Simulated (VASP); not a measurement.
# LiH (P6_3/mmc) in VASP: settings compared

Aim: see how the results for LiH move with the level of theory and the settings. Levels: PBE, LDA. Tasks: single point.

All numbers are computed with VASP 6.6.1; they aren't measurements. Logs are shortened: lines on timing, memory, paths and dates and some standing lists are left out, and cuts for length are marked.

## (1) The cell of the first run

It takes space group P6_3/mmc (No. 194, hexagonal). Conventional cell: a = 3.255 Å, b = 3.255 Å, c = 4.069 Å, α = 90.00°, β = 90.00°, γ = 120.00°. Li (site symmetry -6m2) has 5 H at 1.88 to 2.03 Å within 2.5 Å. Within 2.5 Å of H (site symmetry -6m2) lie 5 Li at 1.88 to 2.03 Å.

## (2) Single point, PBE

INCAR reads:

```
SYSTEM = LiH
PREC = Accurate
ENCUT = 520
EDIFF = 1E-6
ISMEAR = 0
SIGMA = 0.01
LREAL = .FALSE.
LASPH = .TRUE.
NELM = 60
ALGO = Normal
ISIF = 2
LWAVE = .FALSE.
LCHARG = .TRUE.
GGA = PE
LELF = .TRUE.
LVHAR = .TRUE.
NBANDS = 12
```

KPOINTS reads:

```
Automatic mesh
0
G
  6 6 4
  0 0 0
```

POSCAR reads:

```
LiH
1.0
    3.2548234050      0.0000000000      0.0000000000
   -1.6274117025      2.8187597536      0.0000000000
    0.0000000000      0.0000000000      4.0690682714
Li H
2 2
Direct
    0.3333333333      0.6666666667      0.2500000000
    0.6666666667      0.3333333333      0.7500000000
    0.6666666667      0.3333333333      0.2500000000
    0.3333333333      0.6666666667      0.7500000000
```

Potentials or basis: VASP PAW PBE potentials, release 64 (Li_sv, H).

Launch:

```console
$ cat potpaw_PBE.64/Li_sv/POTCAR potpaw_PBE.64/H/POTCAR > POTCAR
$ mpirun -np 1 vasp_std > vasp.out
```

OUTCAR:

```text
SYSTEM = LiH
   PREC = Accurate
   ENCUT = 520
   EDIFF = 1E-6
   ISMEAR = 0
   LREAL = .FALSE.
   LASPH = .TRUE.
   NELM = 60
   ISIF = 2
   GGA = PE

 ion  position               nearest neighbor table
   1  0.333  0.667  0.250-
   2  0.667  0.333  0.750-
   3  0.667  0.333  0.250-
   4  0.333  0.667  0.750-

  LATTYP: Found a hexagonal cell.
 ALAT       =     3.2548234050
 C/A-ratio  =     1.2501656050

  Lattice vectors:

 A1 = (   3.2548234050,   0.0000000000,   0.0000000000)
 A2 = (  -1.6274117025,   2.8187597536,   0.0000000000)
 A3 = (   0.0000000000,   0.0000000000,   4.0690682714)

Analysis of symmetry for initial positions (statically):
=====================================================================
 Subroutine PRICEL returns:
 Original cell was already a primitive cell.

 Routine SETGRP: Setting up the symmetry group for a
 hexagonal supercell.

 Subroutine GETGRP returns: Found 24 space group operations
 (whereof 12 operations were pure point group operations)
 out of a pool of 24 trial point group operations.

The static configuration has the point symmetry D_3d.
 The point group associated with its full space group is D_6h.

Analysis of symmetry for dynamics (positions and initial velocities):
=====================================================================
 Subroutine PRICEL returns:
 Original cell was already a primitive cell.

 Routine SETGRP: Setting up the symmetry group for a
 hexagonal supercell.

 Subroutine GETGRP returns: Found 24 space group operations
 (whereof 12 operations were pure point group operations)
 out of a pool of 24 trial point group operations.

The dynamic configuration has the point symmetry D_3d.
 The point group associated with its full space group is D_6h.

 Subroutine INISYM returns: Found 24 space group operations
 (whereof 12 operations are pure point group operations),
 and found     1 'primitive' translations

----------------------------------------------------------------------------------------

                                     Primitive cell

  volume of cell :      37.3319

  direct lattice vectors                    reciprocal lattice vectors
     3.254823405  0.000000000  0.000000000     0.307236331  0.177382978  0.000000000
    -1.627411702  2.818759754  0.000000000     0.000000000  0.354765956  0.000000000
     0.000000000  0.000000000  4.069068271     0.000000000  0.000000000  0.245756506

  length of vectors
     3.254823405  3.254823405  4.069068271     0.354765956  0.354765956  0.245756506

  position of ions in fractional coordinates (direct lattice)
     0.333333333  0.666666667  0.250000000
     0.666666667  0.333333333  0.750000000
     0.666666667  0.333333333  0.250000000
     0.333333333  0.666666667  0.750000000

  ion indices of the primitive-cell ions
   primitive index   ion index
                 1           1
                 2           2
                 3           3
                 4           4

----------------------------------------------------------------------------------------

 KPOINTS: Automatic mesh

Automatic generation of k-mesh.
 Grid dimensions read from file:
 generate k-points for:    6    6    4

 Generating k-lattice:

  Cartesian coordinates                     Fractional coordinates (reciprocal lattice)
     0.051206055  0.029563830  0.000000000     0.166666667 -0.000000000  0.000000000
     0.000000000  0.059127659  0.000000000     0.000000000  0.166666667  0.000000000
     0.000000000  0.000000000  0.061439126     0.000000000  0.000000000  0.250000000

  Length of vectors
     0.059127659  0.059127659  0.061439126

  Shift w.r.t. Gamma in fractional coordinates (k-lattice)
     0.000000000  0.000000000  0.000000000

 Subroutine IBZKPT returns following result:
 ===========================================

 Found     21 irreducible k-points:

 Following reciprocal coordinates:
            Coordinates               Weight
  0.000000  0.000000  0.000000      1.000000
  0.166667 -0.000000  0.000000      6.000000
  0.333333 -0.000000  0.000000      6.000000
  0.500000 -0.000000  0.000000      3.000000
  0.166667  0.166667  0.000000      6.000000
  0.333333  0.166667  0.000000     12.000000
[... 13 lines left out ...]
  0.333333  0.166667  0.500000     12.000000
  0.333333  0.333333  0.500000      2.000000
   k-points           NKPTS =     21   k-points in BZ     NKDIM =     21   number of bands    NBANDS=     12
   number of dos      NEDOS =    301   number of ions     NIONS =      4
   total plane-waves  NPLWV =  17280
   dimension x,y,z NGX =    24 NGY =   24 NGZ =   30
   dimension x,y,z NGXF=    48 NGYF=   48 NGZF=   60
   ions per type =               2   2
   NGX,Y,Z   is equivalent  to a cutoff of  12.26, 12.26, 12.26 a.u.
   NGXF,Y,Z  is equivalent  to a cutoff of  24.52, 24.52, 24.51 a.u.
 SYSTEM =  LiH
   PREC   = accura    normal or accurate (medium, high low for compatibility)
   ISTART =      0    job   : 0-new  1-cont  2-samecut
   ICHARG =      2    charge: 1-file 2-atom 10-const
   ISPIN  =      1    spin polarized calculation?
   LNONCOLLINEAR =      F non collinear calculations
   LSORBIT =      F    spin-orbit coupling
   LASPH  =      T    aspherical Exc in radial PAW
   ENCUT  =  520.0 eV  38.22 Ry    6.18 a.u.   6.05  6.05  7.57*2*pi/ulx,y,z
   NELM   =     60;   NELMIN=  2; NELMDL= -5     # of ELM steps
   EDIFF  = 0.1E-05   stopping-criterion for ELM
   LREAL  =      F    real-space projection
   EDIFFG = 0.1E-04   stopping-criterion for IOM
   NSW    =      0    number of steps for IOM
   IBRION =     -1    ionic relax: 0-MD 1-quasi-New 2-CG
   NFREE  =      0    steps in history (QN), initial steepest desc. (CG)
   ISIF   =      2    stress and relaxation
   ISYM   =      2    0-nonsym 1-usesym 2-fastsym
   POTIM  = 0.5000    time-step for ionic-motion
   TEBEG  =    0.0;   TEEND  =   0.0 temperature during run
   PSTRESS=    0.0 pullay stress
   NELECT =       8.0000    total number of electrons
   NUPDOWN=      -1.0000    fix difference up-down
   EMIN   =  10.00;   EMAX   =-10.00  energy-range for DOS
   EFERMI =   0.00;   METHOD = LEGACY
   ISMEAR =     0;   SIGMA  =   0.01  broadening in eV -4-tet -1-fermi 0-gaus
   EFERMI_NEDOS =   21; number of points for ismear=-14 and -15
   IALGO  =     38    algorithm
   IMIX   =      4    mixing-type and parameters
     AMIX     =   0.40;   BMIX     =  1.00
     AMIX_MAG =   1.60;   BMIX_MAG =  1.00
  volume/ion in A,a.u.               =       9.33        62.98
  Fermi-wavevector in a.u.,A,eV,Ry     =   0.979666  1.851300 13.058128  0.959745
  Thomas-Fermi vector in A             =   2.110537
   LORBIT       =      0    0 simple, 1 ext, 2 COOP (PROOUT), +10 PAW based schemes
   GGA     = PE    functional components
   LHFCALC =     F    Hartree Fock is set to
   AEXX    =    0.0000 exact exchange contribution
   IVDW    =     0    specifies the selected vdW correction
   LEPSILON=     F    determine dielectric tensor
   LRPA    =     F    only Hartree local field effects (RPA)
 non-spin polarized calculation
 Gauss-broadening in eV      SIGMA  =   0.01
  energy-cutoff  :      520.00
  volume of cell :       37.33
 maximum number of plane-waves:      1038
   NGX = 13   NGY = 13   NGZ = 15

 number of electron       8.0000006 magnetization

 Free energy of the ion-electron system (eV)
  ---------------------------------------------------
  ext. energy  EPLUGINS =         0.00000000
  ---------------------------------------------------
  free energy    TOTEN  =       -12.15951888 eV

  energy without entropy =      -12.15951888  energy(sigma->0) =      -12.15951888

 E-fermi :  -0.0693     XC(G=0):  -7.8814

 val. band max:       -0.1630392680   @ k =   0.0000   0.0000   0.0000
 cond. band min:       1.6676911467   @ k =   0.3333   0.3333   0.0000
 fundamental gap:      1.8307304147
 Fermi energy:        -0.0693009011

 k-point     1 :       0.0000    0.0000    0.0000
  band No.  band energies     occupation
      1     -44.7897      2.00000
      2     -44.7325      2.00000
      3      -5.3913      2.00000
      4      -0.1630      2.00000
      5       2.9044      0.00000
      6      10.5280      0.00000
      7      10.5280      0.00000
      8      11.2154      0.00000
      9      13.2295      0.00000
     10      13.2295      0.00000
     11      14.9337      0.00000
     12      17.6044      0.00000

 k-point     2 :       0.1667   -0.0000    0.0000
  band No.  band energies     occupation
      1     -44.7847      2.00000
      2     -44.7341      2.00000
      3      -5.0643      2.00000
      4      -0.3476      2.00000
      5       3.4042      0.00000
      6       7.7580      0.00000
      7       9.0503      0.00000
      8      10.8976      0.00000
      9      14.3101      0.00000
     10      14.9963      0.00000
     11      15.0572      0.00000
     12      15.0772      0.00000

 k-point     3 :       0.3333   -0.0000    0.0000
  band No.  band energies     occupation
      1     -44.7723      2.00000
      2     -44.7393      2.00000
      3      -4.1096      2.00000
      4      -1.0926      2.00000
      5       4.8709      0.00000
      6       5.1246      0.00000
      7       7.6329      0.00000
      8      10.0031      0.00000
      9      11.1251      0.00000
     10      14.3404      0.00000
     11      14.7379      0.00000
     12      15.4627      0.00000
[... 241 lines left out ...]
 k-point    20 :       0.3333    0.1667    0.5000
  band No.  band energies     occupation
      1     -44.7538      2.00000
      2     -44.7538      2.00000
      3      -2.5836      2.00000
      4      -2.5836      2.00000
      5       4.3576      0.00000
      6       4.3576      0.00000
      7       7.8007      0.00000
      8       7.8007      0.00000
      9      13.4625      0.00000
     10      13.4625      0.00000
     11      16.0308      0.00000
     12      16.0308      0.00000

 k-point    21 :       0.3333    0.3333    0.5000
  band No.  band energies     occupation
      1     -44.7530      2.00000
      2     -44.7530      2.00000
      3      -2.3210      2.00000
      4      -2.3210      2.00000
      5       3.9064      0.00000
      6       3.9064      0.00000
      7       6.9014      0.00000
      8       6.9014      0.00000
      9      14.7978      0.00000
     10      14.7978      0.00000
     11      17.5899      0.00000
     12      17.5899      0.00000

------------------------ aborting loop because EDIFF is reached ----------------------------------------

  FORCE on cell =-STRESS in cart. coord.  units (eV):
  Direction    XX          YY          ZZ          XY          YZ          ZX
  --------------------------------------------------------------------------------------
  -------------------------------------------------------------------------------------
  Total       -0.0317971     -0.0317971     -0.0296574      0.0000000     -0.0000000      0.0000000
  in kB       -1.3646377     -1.3646377     -1.2728077      0.0000000     -0.0000000      0.0000000
  external PRESSURE =      -1.3340277 kB  Pullay stress =       0.0000000 kB

 VOLUME and BASIS-vectors are now :
 -----------------------------------------------------------------------------
  energy-cutoff  :      520.00
  volume of cell :       37.33
      direct lattice vectors                 reciprocal lattice vectors
     3.254823405  0.000000000  0.000000000     0.307236331  0.177382978  0.000000000
    -1.627411702  2.818759754  0.000000000     0.000000000  0.354765956  0.000000000
     0.000000000  0.000000000  4.069068271     0.000000000  0.000000000  0.245756506

 POSITION                                       TOTAL-FORCE (eV/Angst)
 -----------------------------------------------------------------------------------
     -0.00000      1.87917      1.01727        -0.000000     -0.000000      0.000000
      1.62741      0.93959      3.05180         0.000000      0.000000      0.000000
      1.62741      0.93959      1.01727        -0.000000      0.000000      0.000000
     -0.00000      1.87917      3.05180         0.000000      0.000000      0.000000
 -----------------------------------------------------------------------------------
    total drift:                               -0.000000      0.000000      0.000000

  FREE ENERGIE OF THE ION-ELECTRON SYSTEM (eV)
  ---------------------------------------------------
  free  energy   TOTEN  =       -12.1595188847 eV

  energy  without entropy=      -12.1595188847  energy(sigma->0) =      -12.15951888
```

Run time: 19 s. Hardware: 1 thread of Intel Xeon 8259CL, shared host; peak memory 0.14 GiB.

Results:

```
Free energy            : -12.1595 eV
Band gap on the k mesh : 1.83 eV (least direct gap 3.07 eV)
```

Caveat: the cutoff is under 1.25 times the usual one of these potentials, so pressure, stress and relaxed cells hold a basis-set (Pulay) error. A k mesh can miss the band edges.

## (3) Single point, PBE

INCAR reads:

```
ALGO = Normal
EDIFF = 1E-6
ENCUT = 520
GGA = PE
ISIF = 2
ISMEAR = 0
LASPH = T
LCHARG = F
LREAL = F
LWAVE = F
NBANDS = 12
NELM = 80
PREC = Accurate
SIGMA = 0.01
```

KPOINTS reads:

```
k-points
0
Gamma
  6 6 4
```

POSCAR is that of step 2.

Potentials or basis: VASP PAW PBE potentials, release 64 (Li_sv, H).

Launch:

```console
$ cat potpaw_PBE.64/Li_sv/POTCAR potpaw_PBE.64/H/POTCAR > POTCAR
$ mpirun -np 1 vasp_std > vasp.out
```

OUTCAR:

```text
EDIFF = 1E-6
   ENCUT = 520
   GGA = PE
   ISIF = 2
   ISMEAR = 0
   LASPH = T
   LREAL = F
   NELM = 80
   PREC = Accurate

 ion  position               nearest neighbor table
   1  0.333  0.667  0.250-
   2  0.667  0.333  0.750-
   3  0.667  0.333  0.250-
   4  0.333  0.667  0.750-

  LATTYP: Found a hexagonal cell.
[... 508 lines left out ...]

  FORCE on cell =-STRESS in cart. coord.  units (eV):
  Direction    XX          YY          ZZ          XY          YZ          ZX
  --------------------------------------------------------------------------------------
  -------------------------------------------------------------------------------------
  Total       -0.0317971     -0.0317971     -0.0296574      0.0000000     -0.0000000      0.0000000
  in kB       -1.3646377     -1.3646377     -1.2728077      0.0000000     -0.0000000      0.0000000
  external PRESSURE =      -1.3340277 kB  Pullay stress =       0.0000000 kB

 VOLUME and BASIS-vectors are now :
 -----------------------------------------------------------------------------
  energy-cutoff  :      520.00
  volume of cell :       37.33
      direct lattice vectors                 reciprocal lattice vectors
     3.254823405  0.000000000  0.000000000     0.307236331  0.177382978  0.000000000
    -1.627411702  2.818759754  0.000000000     0.000000000  0.354765956  0.000000000
     0.000000000  0.000000000  4.069068271     0.000000000  0.000000000  0.245756506

 POSITION                                       TOTAL-FORCE (eV/Angst)
 -----------------------------------------------------------------------------------
     -0.00000      1.87917      1.01727        -0.000000     -0.000000      0.000000
      1.62741      0.93959      3.05180         0.000000      0.000000      0.000000
      1.62741      0.93959      1.01727        -0.000000      0.000000      0.000000
     -0.00000      1.87917      3.05180         0.000000      0.000000      0.000000
 -----------------------------------------------------------------------------------
    total drift:                               -0.000000      0.000000      0.000000

  FREE ENERGIE OF THE ION-ELECTRON SYSTEM (eV)
  ---------------------------------------------------
  free  energy   TOTEN  =       -12.1595188847 eV

  energy  without entropy=      -12.1595188847  energy(sigma->0) =      -12.15951888
```

OSZICAR:

```text
N       E                     dE             d eps       ncg     rms          rms(c)
DAV:   1     0.230771839376E+02    0.23077E+02   -0.40503E+03   504   0.652E+02
DAV:   2    -0.791157060025E+01   -0.30989E+02   -0.30485E+02   612   0.155E+02
DAV:   3    -0.127921953035E+02   -0.48806E+01   -0.48502E+01   960   0.395E+01
DAV:   4    -0.128322829454E+02   -0.40088E-01   -0.40084E-01   608   0.534E+00
DAV:   5    -0.128327086349E+02   -0.42569E-03   -0.42568E-03   720   0.452E-01    0.454E+00
DAV:   6    -0.123069682051E+02    0.52574E+00   -0.32456E-01   608   0.206E+00    0.224E+00
DAV:   7    -0.121491368904E+02    0.15783E+00   -0.42810E-01   608   0.261E+00    0.408E-01
DAV:   8    -0.121599422239E+02   -0.10805E-01   -0.29181E-02   620   0.980E-01    0.131E-01
DAV:   9    -0.121595197376E+02    0.42249E-03   -0.86529E-04   680   0.143E-01    0.279E-02
DAV:  10    -0.121595300576E+02   -0.10320E-04   -0.94705E-05   612   0.633E-02    0.185E-02
DAV:  11    -0.121595206462E+02    0.94114E-05   -0.10087E-05   636   0.182E-02    0.353E-03
DAV:  12    -0.121595184403E+02    0.22060E-05   -0.11677E-06   428   0.543E-03    0.173E-03
DAV:  13    -0.121595188847E+02   -0.44447E-06   -0.79343E-08   320   0.178E-03
   1 F= -.12159519E+02 E0= -.12159519E+02  d E =-.270471E-42
```

Run time: 17 s. Hardware: 1 thread of Intel Xeon 8259CL, shared host; peak memory 0.14 GiB.

What came out:

| Quantity | Value |
| --- | --- |
| Free energy | -12.1595 eV |
| Band gap on the k mesh | 1.83 eV (least direct gap 3.07 eV) |

Caveat: the cutoff is under 1.25 times the usual one of these potentials, so pressure, stress and relaxed cells hold a basis-set (Pulay) error.

(Continued in part 2 of 2.)
